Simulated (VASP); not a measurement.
A run of VASP 6.6.1 is set up as follows.

File INCAR:

```
SYSTEM = HfO2
  PREC = Accurate
  ENCUT = 600
  EDIFF = 1E-6
  ISMEAR = 0
  SIGMA = 0.02
  LREAL = .FALSE.
  LASPH = .TRUE.
  NELM = 120
  ALGO = Normal
  ISIF = 2
  LWAVE = .FALSE.
  LCHARG = .FALSE.
  GGA = PE
  NBANDS = 56
  GGA_COMPAT = .FALSE.
```

KPOINTS

```
regular mesh
0
G
  6 6 6
  0 0 0
```

The input POSCAR:

```
HfO2
1.0
    5.0973009285      0.0000000000      0.0023192409
    0.0000000000      5.1983170842      0.0000000000
   -0.8528113290      0.0000000000      5.1950566228
Hf O
4 8
Direct
    0.2770291569      0.0418942841      0.2082958660
    0.7229708431      0.5418942841      0.2917041340
    0.7229708431      0.9581057159      0.7917041340
    0.2770291569      0.4581057159      0.7082958660
    0.4456968005      0.7589769775      0.4812322975
    0.5543031995      0.2589769775      0.0187677025
    0.5543031995      0.2410230225      0.5187677025
    0.4456968005      0.7410230225      0.9812322975
    0.0747898398      0.3435642096      0.3351706387
    0.9252101602      0.8435642096      0.1648293613
    0.9252101602      0.6564357904      0.6648293613
    0.0747898398      0.1564357904      0.8351706387
```

Potentials or basis: VASP PAW PBE potentials, release 64 (Hf_pv, O).

Run with:

```sh
$ cat potpaw_PBE.64/Hf_pv/POTCAR potpaw_PBE.64/O/POTCAR > POTCAR
$ mpirun -np 1 vasp_std > vasp.out
```

Question: Estimate the band gap on the k mesh.

Answer: 4.04 eV, indirect (least direct gap 4.14 eV).

Question: What does it give for the pressure?

Answer: 2.2 GPa.

Question: What does it give for the largest force?

Answer: 0.079 eV/Å.

Forces on the atoms (eV/Å):
```
Hf  -0.049  0.020 -0.059
Hf   0.049  0.020  0.059
Hf   0.049 -0.020  0.059
Hf  -0.049 -0.020 -0.059
O    0.046 -0.001 -0.004
O   -0.046 -0.001  0.004
O   -0.046  0.001  0.004
O    0.046  0.001 -0.004
O    0.000 -0.013  0.047
O    0.000 -0.013 -0.047
O    0.000  0.013 -0.047
O    0.000  0.013  0.047
```

Caveat: spin-orbit coupling is left out, which moves the levels of the heavy elements. A k mesh can miss the band edges.
